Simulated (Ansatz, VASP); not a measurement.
# Cu3Pd in VASP and in Ansatz

```
Cu Pd
1.0
     3.72200   -0.03722   -0.03722
    -0.03722    3.72200   -0.03722
    -0.03722   -0.03722    3.72200
Cu Pd
3 1
Direct
  0.00000 0.50000 0.50000
  0.50000 0.00000 0.50000
  0.50000 0.50000 0.00000
  0.00000 0.00000 0.00000
```

Change from the starting cell: equal xy, yz and zx shear strains of -2 %.

Alike in both runs: task single point; functional PBEsol; k mesh 9 × 9 × 9; occupations fermi-dirac, width 0.05 eV; no spin polarisation.

```csv
,VASP,Ansatz
version,VASP 6.6.1,Ansatz 0.2.0
potentials or method,"VASP PAW PBE potentials, release 64 (Cu, Pd), cutoff 520 eV","all-electron LAPW, scalar-relativistic"
```

```csv
,VASP,Ansatz,Ansatz less VASP
pressure (GPa),-7.8,-8.2,-0.41
"traceless stress, the component that is largest in VASP (GPa)",1.38,1.38,+0.003
```

VASP's potentials were made for PBE, not for PBEsol. Ansatz ran all-electron here, and VASP with PAW potentials.
